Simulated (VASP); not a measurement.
Li, 16 atoms in the cell. The typed cell holds 16 atoms: a = 6.980 Å, b = 6.980 Å, c = 6.980 Å, α = 90.00°, β = 90.00°, γ = 90.00°. 

- Program: VASP 6.6.1
- Task: single point
- Functional: PBE
- Dispersion: D3(BJ)
- Potentials or basis: VASP PAW PBE potentials, release 64 (Li_sv)
- Cutoff: 650 eV
- k mesh: 2 × 2 × 2
- Occupations: fermi-dirac, width 0.002 eV
- Spin: no spin polarisation
- Dipole correction: no
- Further INCAR settings: ALGO = Normal; EDIFF = 1e-06; NBANDS = 38

Potentials or basis: VASP PAW PBE potentials, release 64 (Li_sv).

Command:

```sh
$ cat potpaw_PBE.64/Li_sv/POTCAR > POTCAR
$ mpirun -np 1 vasp_std > vasp.out
```

Hardware: 1 thread of Intel(R) Xeon(R) 6975P-C (Granite Rapids) (shared host).

Task: Estimate the wall time of this run.

Result: Run time: 87 s on 1 thread of Intel(R) Xeon(R) 6975P-C (Granite Rapids) (shared host), peak memory 0.5 GiB. Counts: scf iterations 15, k points 8.
